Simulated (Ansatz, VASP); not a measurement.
## CuI: VASP beside Ansatz

Contents of INCAR:

```
SYSTEM = CuI
PREC = Accurate ; ENCUT = 520
EDIFF = 1E-8 ; ISMEAR = -1
SIGMA = 0.05 ; LREAL = .False.
LASPH = .True. ; NELM = 60
ALGO = Normal ; ISIF = 2
LWAVE = .False. ; LCHARG = .False.
GGA = PE ; LEFG = .True.
NBANDS = 16
```

KPOINTS

```
Automatic mesh
0
Gamma
  12 12 12
  0 0 0
```

The input POSCAR:

```
CuI
1.0
    0.0000000000      3.0389565618      3.0389565618
    3.0389565618      0.0000000000      3.0389565618
    3.0389565618      3.0389565618      0.0000000000
Cu I
1 1
Direct
    0.2500000000      0.2500000000      0.2500000000
    0.0000000000      0.0000000000      0.0000000000
```

Input for Ansatz:

```yaml
crystal:
  lattice:
    - [0.0, 3.0389565618, 3.0389565618]
    - [3.0389565618, 0.0, 3.0389565618]
    - [3.0389565618, 3.0389565618, 0.0]
  atoms:
    - { symbol: Cu, position: [0.25, 0.25, 0.25] }
    - { symbol: I, position: [0.0, 0.0, 0.0] }
kpoints:
  mp_grid: { grid: [12, 12, 12] }
scf:
  occupations: { method: fermi_dirac, width: 0.05 }
hamiltonian:
  xc: pbe
  pseudopotentials: { kind: paw }
output:
  forces: true
  stress: true
  eigenvalues: true
  efg: { contact_densities: true }
  populations: true
  write_density: true
  write_potential: true
  elf: true
  volumetric_format: npy
```

Alike in both runs: task electric field gradients; functional PBE; k mesh 12 × 12 × 12; occupations fermi-dirac, width 0.05 eV; no spin polarisation.

```csv
,VASP,Ansatz
version,VASP 6.6.1,Ansatz 0.2.0
potentials or method,"VASP PAW PBE potentials, release 64 (Cu, I)","PAW with Ansatz's default frozen-core files, scalar-relativistic"
plane-wave cutoff (eV),520,420
valence electrons in the cell,18,36
```

```csv
,VASP,Ansatz,Ansatz less VASP
pressure (GPa),0.1,0.0,-0.04
```

VASP's potentials hold 18 valence electrons a cell and Ansatz's 36, so a difference there can come from the potentials and not from the codes.

Neither program's run includes spin-orbit coupling.
